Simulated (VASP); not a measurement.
# TiC (R-3m) in VASP: notebook, part 2 of 2

VASP 6.6.1. Earlier steps stand in the parts before.

## 3. Electric field gradients, PBE (equal xy, yz and zx shear strains of -1 %)

The input, INCAR:

```
SYSTEM = TiC
PREC = Accurate
ENCUT = 520
EDIFF = 1E-8
ISMEAR = -1
SIGMA = 0.03
LREAL = .False.
LASPH = .True.
NELM = 60
ALGO = Normal
ISIF = 2
LWAVE = .False.
LCHARG = .False.
GGA = PE
LEFG = .True.
NBANDS = 15
```

The input, KPOINTS:

```
Automatic mesh
0
Gamma
  16 16 16
  0 0 0
```

The input, POSCAR:

```
TiC
1.0
   -0.0216400000      2.1531800000      2.1531800000
    2.1531800000     -0.0216400000      2.1531800000
    2.1531800000      2.1531800000     -0.0216400000
Ti C
1 1
Direct
    0.0000000000      0.0000000000      0.0000000000
    0.5000000000      0.5000000000      0.5000000000
```

Potentials or basis: VASP PAW PBE potentials, release 64 (Ti_sv, C).

Command:

```
> cat potpaw_PBE.64/Ti_sv/POTCAR potpaw_PBE.64/C/POTCAR > POTCAR
> mpirun -np 1 vasp_std > vasp.out
```

OUTCAR:

```text
SYSTEM = TiC
   PREC = Accurate
   ENCUT = 520
   EDIFF = 1E-8
   ISMEAR = -1
   LREAL = .False.
   LASPH = .True.
   NELM = 60
   ISIF = 2
   GGA = PE

 ion  position               nearest neighbor table
   1  0.000  0.000  0.000-   2 2.16   2 2.16   2 2.16   2 2.16   2 2.16   2 2.16
   2  0.500  0.500  0.500-   1 2.16   1 2.16   1 2.16   1 2.16   1 2.16   1 2.16

  LATTYP: Found a trigonal (rhomboedric) cell.
 ALAT       =     3.0451332507
 COS(alpha) =     0.4899250057

  Lattice vectors:

 A1 = (  -0.0216400000,   2.1531800000,   2.1531800000)
[... 645 lines left out ...]
  free  energy   TOTEN  =       -18.7058096971 eV

  energy  without entropy=      -18.7047281399  energy(sigma->0) =      -18.70526892

 Electric field gradients (V/A^2)
---------------------------------------------------------------------
 ion       V_xx      V_yy      V_zz      V_xy      V_xz      V_yz
---------------------------------------------------------------------
   1       0.000    -0.000    -0.000     0.345     0.345     0.345
   2      -0.000    -0.000     0.000     0.586     0.586     0.586
---------------------------------------------------------------------

 Electric field gradients after diagonalization (V/A^2)
 (convention: |V_zz| > |V_xx| > |V_yy|)
----------------------------------------------------------------------
 ion       V_xx      V_yy      V_zz     asymmetry (V_yy - V_xx)/ V_zz
----------------------------------------------------------------------
   1      -0.345    -0.345     0.690       0.000
   2      -0.586    -0.586     1.171       0.000
----------------------------------------------------------------------

           NMR quadrupolar parameters

 Cq : quadrupolar parameter    Cq=e*Q*V_zz/h
 eta: asymmetry parameters     (V_yy - V_xx)/ V_zz
 Q  : nuclear electric quadrupole moment in mb (millibarn)
----------------------------------------------------------------------
 ion       Cq(MHz)       eta       Q (mb)
----------------------------------------------------------------------
   1       0.002       0.000       1.000
   2       0.003       0.000       1.000
----------------------------------------------------------------------
```

stdout:

```text
POSCAR found type information on POSCAR TiC
 POSCAR found :  2 types and       2 ions
 scaLAPACK will be used
 LDA part: xc-table for (Slater+PW92), standard interpolation
 POSCAR, INCAR and KPOINTS ok, starting setup
 FFT: planning ... GRIDC
 FFT: planning ... GRID_SOFT
 FFT: planning ... GRID
 WAVECAR not read
 entering main loop
ion   1

ion   2
```

It took 48 s on 1 thread of Intel Xeon 6975P-C (Granite Rapids), shared host; peak memory 0.24 GiB.

Results:

```
Free energy            : -18.7058 eV
Pressure               : 1.1 GPa
Band gap on the k mesh : zero (band 8 reaches 10.23 eV, above the bottom of band 9 at 9.10 eV)
```

Stress tensor (GPa, compression positive):
```
1.10 1.54 1.54
1.54 1.10 1.54
1.54 1.54 1.10
```

Levels at points of the mesh, in eV from the Fermi level:
```csv
k point,band 4,band 5,band 6,band 7,band 8,band 9,band 10,band 11,band 12,band 13
"(0.00, 0.00, 0.00)",-32.59,-12.40,0.65,0.65,0.79,1.64,1.64,1.73,1.73,1.77
"(0.50, 0.00, 0.00)",-32.64,-8.94,-5.84,-2.93,-2.80,2.87,2.96,4.10,8.13,8.20
"(0.50, 0.50, 0.00)",-32.76,-10.12,-3.43,-1.62,-0.10,0.04,2.72,3.53,3.54,5.82
"(0.50, 0.50, 0.50)",-32.66,-8.84,-5.84,-2.98,-2.98,2.97,2.97,4.18,8.10,8.22
```

Electric field gradients, principal values (V/Å²):
| atom | least | middle | greatest (by size) |
| --- | --- | --- | --- |
| 1 Ti | -0.345 | -0.345 | 0.690 |
| 2 C | -0.586 | -0.586 | 1.171 |

Caveat: the cell differs from its parent crystal (equal xy, yz and zx shear strains of -1 %); without QUAD_EFG the Cq values of the log hold for a quadrupole moment of 1 mb, not for the nuclei.

## 4. Electric field gradients, PBE (equal xy, yz and zx shear strains of +2 %)

The input, INCAR:

```
PREC = Accurate
ENCUT = 520
EDIFF = 1E-8
ISMEAR = -1
SIGMA = 0.03
LREAL = F
LASPH = T
NELM = 80
ALGO = Normal
ISIF = 2
LWAVE = F
LCHARG = F
GGA = PE
LEFG = T
NBANDS = 15
```

The input, KPOINTS:

```
regular mesh
0
Gamma
  16 16 16
```

The input, POSCAR:

```
TiC
1.0
    0.0432800000      2.1856400000      2.1856400000
    2.1856400000      0.0432800000      2.1856400000
    2.1856400000      2.1856400000      0.0432800000
Ti C
1 1
Direct
    0.0000000000      0.0000000000      0.0000000000
    0.5000000000      0.5000000000      0.5000000000
```

Potentials or basis: VASP PAW PBE potentials, release 64 (Ti_sv, C).

Command:

```
> cat potpaw_PBE.64/Ti_sv/POTCAR potpaw_PBE.64/C/POTCAR > POTCAR
> mpirun -np 1 vasp_std > vasp.out
```

OUTCAR:

```text
PREC = Accurate
   ENCUT = 520
   EDIFF = 1E-8
   ISMEAR = -1
   LREAL = F
   LASPH = T
   NELM = 80
   ISIF = 2
   GGA = PE

 ion  position               nearest neighbor table
   1  0.000  0.000  0.000-   2 2.16   2 2.16   2 2.16   2 2.16   2 2.16   2 2.16
   2  0.500  0.500  0.500-   1 2.16   1 2.16   1 2.16   1 2.16   1 2.16   1 2.16

  LATTYP: Found a trigonal (rhomboedric) cell.
 ALAT       =     3.0912647214
 COS(alpha) =     0.5197000882

  Lattice vectors:

 A1 = (   0.0432800000,   2.1856400000,   2.1856400000)
 A2 = (   2.1856400000,   0.0432800000,   2.1856400000)
 A3 = (   2.1856400000,   2.1856400000,   0.0432800000)

Analysis of symmetry for initial positions (statically):
=====================================================================
 Subroutine PRICEL returns:
 Original cell was already a primitive cell.

 Routine SETGRP: Setting up the symmetry group for a
 trigonal (rhombohedral) supercell.

[... 620 lines left out ...]
      direct lattice vectors                 reciprocal lattice vectors
     0.043280000  2.185640000  2.185640000    -0.235675592  0.231099367  0.231099367
     2.185640000  0.043280000  2.185640000     0.231099367 -0.235675592  0.231099367
     2.185640000  2.185640000  0.043280000     0.231099367  0.231099367 -0.235675592

 POSITION                                       TOTAL-FORCE (eV/Angst)
 -----------------------------------------------------------------------------------
      0.00000      0.00000      0.00000         0.000000     -0.000000     -0.000000
      2.20728      2.20728      2.20728        -0.000000      0.000000      0.000000
 -----------------------------------------------------------------------------------
    total drift:                                0.000000     -0.000000     -0.000000

  FREE ENERGIE OF THE ION-ELECTRON SYSTEM (eV)
  ---------------------------------------------------
  free  energy   TOTEN  =       -18.6963142215 eV

  energy  without entropy=      -18.6954080785  energy(sigma->0) =      -18.69586115

 Electric field gradients (V/A^2)
---------------------------------------------------------------------
 ion       V_xx      V_yy      V_zz      V_xy      V_xz      V_yz
---------------------------------------------------------------------
   1      -0.000     0.000     0.000    -0.363    -0.363    -0.363
   2       0.000    -0.000    -0.000    -0.959    -0.959    -0.959
---------------------------------------------------------------------

 Electric field gradients after diagonalization (V/A^2)
 (convention: |V_zz| > |V_xx| > |V_yy|)
----------------------------------------------------------------------
 ion       V_xx      V_yy      V_zz     asymmetry (V_yy - V_xx)/ V_zz
----------------------------------------------------------------------
   1       0.363     0.363    -0.726       0.000
   2       0.959     0.959    -1.919       0.000
----------------------------------------------------------------------

           NMR quadrupolar parameters

 Cq : quadrupolar parameter    Cq=e*Q*V_zz/h
 eta: asymmetry parameters     (V_yy - V_xx)/ V_zz
 Q  : nuclear electric quadrupole moment in mb (millibarn)
----------------------------------------------------------------------
 ion       Cq(MHz)       eta       Q (mb)
----------------------------------------------------------------------
   1      -0.002       0.000       1.000
   2      -0.005       0.000       1.000
----------------------------------------------------------------------
```

Wall time 52 s (1 thread of Intel Xeon 6975P-C (Granite Rapids), shared host); peak memory 0.24 GiB.

Results:

```
Free energy            : -18.6963 eV
Pressure               : 1.2 GPa
Band gap on the k mesh : zero (band 8 reaches 10.23 eV, above the bottom of band 9 at 9.15 eV)
```

Stress tensor (GPa, compression positive):
```
 1.17 -3.38 -3.38
-3.38  1.17 -3.38
-3.38 -3.38  1.17
```

Electric field gradients, principal values (V/Å²):
| atom | least | middle | greatest (by size) |
| --- | --- | --- | --- |
| 1 Ti | 0.363 | 0.363 | -0.726 |
| 2 C | 0.959 | 0.959 | -1.919 |

Caveat: the cell differs from its parent crystal (equal xy, yz and zx shear strains of +2 %); without QUAD_EFG the Cq values of the log hold for a quadrupole moment of 1 mb, not for the nuclei.

## 5. Overview

| cell | gap on the mesh (eV) | pressure (GPa) |
| --- | --- | --- |
| a = 3.015 Å, angles 62.0°, 2 atoms | none | 1.3 |
| a = 3.045 Å, angles 60.7°, 2 atoms | none | 1.1 |
| a = 3.091 Å, angles 58.7°, 2 atoms | none | 1.2 |

Alike in all rows: task electric field gradients; level PBE; potentials or basis VASP PAW PBE potentials, release 64 (Ti_sv, C); no spin polarisation; k mesh 16 × 16 × 16; cutoff (eV) 520; smearing fermi-dirac 0.03 eV.

Total energies depend on the potentials used, so only differences within one code and one set of settings carry meaning.
